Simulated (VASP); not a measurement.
# Li8H3F5: single point with PBEsol

The system is Li8H3F5.

```xyz
64
Lattice="8.0180 0.0000 0.0000 0.0000 8.0180 0.0000 0.0000 0.0000 8.0180" Properties=species:S:1:pos:R:3 pbc="T T T"
F     2.0035    8.0159    8.0168
F     2.0089    4.0093    8.0144
F     6.0184    8.0151    8.0169
F     6.0121    4.0100    8.0143
F     0.0016    2.0017    4.0062
F     0.0019    6.0119    8.0169
F     0.0013    6.0143    4.0062
F     4.0102    2.0064    4.0049
F     4.0098    6.0091    4.0038
F     4.0101    8.0165    2.0027
F     4.0108    4.0081    1.9998
F     4.0097    4.0091    6.0086
F     2.0100    2.0031    2.0015
F     2.0074    2.0043    6.0102
F     2.0059    6.0122    2.0015
F     2.0027    6.0107    6.0106
F     6.0111    2.0025    2.0014
F     6.0137    2.0051    6.0107
F     6.0145    6.0133    2.0020
F     6.0182    6.0116    6.0107
H     2.0024    8.0179    4.0129
H     1.9945    4.0058    4.0037
H     6.0168    8.0173    4.0145
H     6.0240    4.0069    4.0055
H     0.0015    2.0044    8.0164
H     4.0103    1.9972    8.0073
H     4.0105    6.0214    8.0075
H     0.0026    0.0055    2.0083
H     0.0025    0.0047    6.0082
H     0.0001    4.0002    2.0018
H     0.0016    4.0008    6.0080
H     4.0100    8.0160    6.0077
Li    0.0029    8.0051    8.0164
Li    0.0009    8.0150    4.0082
Li    0.0016    4.0190    8.0154
Li    8.0179    4.0070    4.0061
Li    4.0100    0.0003    0.0062
Li    4.0094    8.0165    3.9967
Li    4.0105    4.0086    8.0137
Li    4.0093    4.0077    4.0034
Li    1.9954    2.0016    8.0112
Li    1.9966    2.0013    4.0083
Li    1.9945    6.0158    8.0116
Li    1.9970    6.0142    4.0087
Li    6.0261    2.0013    8.0117
Li    6.0228    1.9999    4.0091
Li    6.0274    6.0155    8.0127
Li    6.0226    6.0137    4.0085
Li    2.0150    0.0020    1.9874
Li    2.0122    0.0031    6.0285
Li    2.0156    4.0055    1.9845
Li    2.0164    4.0045    6.0262
Li    6.0050    0.0030    1.9860
Li    6.0097    0.0025    6.0296
Li    6.0053    4.0029    1.9851
Li    6.0041    4.0041    6.0262
Li    0.0029    2.0046    2.0228
Li    0.0017    2.0038    5.9894
Li    0.0003    6.0105    2.0157
Li    0.0009    6.0121    5.9963
Li    4.0094    2.0059    2.0165
Li    4.0105    2.0082    5.9900
Li    4.0119    6.0112    2.0171
Li    4.0113    6.0064    5.9911
```

```yaml
Program: VASP 6.6.1
Task: single point
Functional: PBEsol
Potentials_or_basis: VASP PAW PBE potentials, release 64 (F, H, Li_sv)
Cutoff: 880 eV
k_mesh: 1 × 1 × 1, shifted
Occupations: fermi-dirac, width 0.05 eV
Spin: no spin polarisation
```

```
Pressure               : 0.1 GPa
Largest force          : 0.047 eV/Å
Band gap on the k mesh : 5.94 eV
```

Forces in eV/Å, atoms in the order of the input:
```
F   -0.001  0.001 -0.006
F    0.000 -0.003 -0.006
F    0.007  0.002 -0.003
F    0.001 -0.004 -0.005
F    0.002 -0.006 -0.003
F    0.002 -0.003 -0.007
F    0.001 -0.005 -0.006
F   -0.001  0.002 -0.009
F    0.001 -0.005 -0.002
F    0.003 -0.002  0.000
F    0.002 -0.002 -0.005
F    0.003 -0.003 -0.014
F   -0.001 -0.005  0.001
F   -0.002 -0.003 -0.012
F   -0.004  0.000 -0.002
F   -0.007 -0.002 -0.010
F    0.004 -0.007 -0.002
F    0.005 -0.004 -0.009
F    0.011  0.000 -0.004
F    0.010 -0.005 -0.006
H   -0.003 -0.002  0.004
H   -0.002 -0.001  0.005
H    0.003  0.002  0.002
H    0.005  0.001 -0.002
H    0.000 -0.002 -0.003
H    0.002 -0.002 -0.001
H    0.003 -0.004 -0.004
H   -0.003 -0.003  0.003
H   -0.001 -0.001  0.000
H    0.000  0.004  0.006
H   -0.001  0.002 -0.005
H    0.000  0.000 -0.001
Li  -0.007  0.047  0.001
Li  -0.001  0.014  0.005
Li  -0.008 -0.044  0.011
Li   0.003  0.018  0.013
Li  -0.007 -0.009 -0.040
Li  -0.002  0.006  0.045
Li  -0.010  0.003  0.024
Li  -0.002  0.006  0.035
Li   0.026  0.007  0.019
Li   0.042  0.011  0.001
Li   0.035 -0.009  0.014
Li   0.044 -0.006  0.005
Li  -0.029  0.005  0.017
Li  -0.030  0.007 -0.002
Li  -0.033 -0.007  0.010
Li  -0.037  0.000  0.005
Li  -0.013  0.000  0.013
Li  -0.014 -0.007 -0.023
Li  -0.006 -0.002  0.013
Li  -0.021  0.004 -0.016
Li   0.014  0.002  0.010
Li   0.004 -0.008 -0.022
Li   0.007  0.012  0.015
Li   0.022  0.011 -0.018
Li  -0.005 -0.002 -0.022
Li  -0.005  0.002  0.027
Li   0.003  0.004 -0.035
Li   0.008 -0.003  0.019
Li   0.001 -0.008 -0.035
Li  -0.006 -0.003  0.030
Li  -0.006 -0.001 -0.038
Li  -0.007  0.012  0.023
```

Stress tensor (GPa, compression positive):
```
 0.15 -0.02  0.00
-0.02  0.21  0.04
 0.00  0.04  0.06
```

Levels at points of the mesh, in eV from the valence-band top:
```tsv
k point	band 120	band 121	band 122	band 123	band 124	band 125	band 126	band 127	band 128	band 129
(0.25, 0.25, 0.25)	-0.90	-0.68	-0.61	-0.29	0.00	5.94	5.99	6.20	6.28	6.53
```

Wall time 4.2 min on 1 thread of Intel(R) Xeon(R) 6975P-C (Granite Rapids), on a shared host, peak memory 0.96 GiB.

Caveat: the PAW data sets were made with another functional, which shifts forces and pressure a little; a shifted mesh leaves out Γ, where band edges can lie. A k mesh can miss the band edges.
